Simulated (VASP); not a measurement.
Ga, 1 atom in the cell. The structure is tetragonal, space group I4/mmm (No. 139). Conventional cell: a = 2.823 Å, b = 2.823 Å, c = 4.713 Å, α = 90.00°, β = 90.00°, γ = 90.00°. Ga (site symmetry 4/mmm) has 12 Ga at 2.82 to 3.09 Å within 3.7 Å.  This cell differs from its parent crystal: volume scaled by 1.06.

```yaml
Program: VASP 6.6.1
Task: single point
Functional: PBE
Potentials_or_basis: VASP PAW PBE potentials, release 64 (Ga_d)
Cutoff: 520 eV
k_mesh: 13 × 13 × 13
Occupations: fermi-dirac, width 0.05 eV
Spin: no spin polarisation
Dipole_correction: no
Further_INCAR_settings: ALGO = Normal; EDIFF = 1e-06; NBANDS = 12
```

Potentials or basis: VASP PAW PBE potentials, release 64 (Ga_d).

The run is started by

```sh
$ cat potpaw_PBE.64/Ga_d/POTCAR > POTCAR
$ mpirun -np 1 vasp_std > vasp.out
```

Hardware: 1 thread of Intel(R) Xeon(R) 6975P-C (Granite Rapids) (shared host).

Problem. How long does it take, and how much memory?

Solution. Wall time 10 s on 1 thread of Intel(R) Xeon(R) 6975P-C (Granite Rapids), with other jobs on the host, peak memory 0.16 GiB. Counts: scf iterations 10, k points 196.
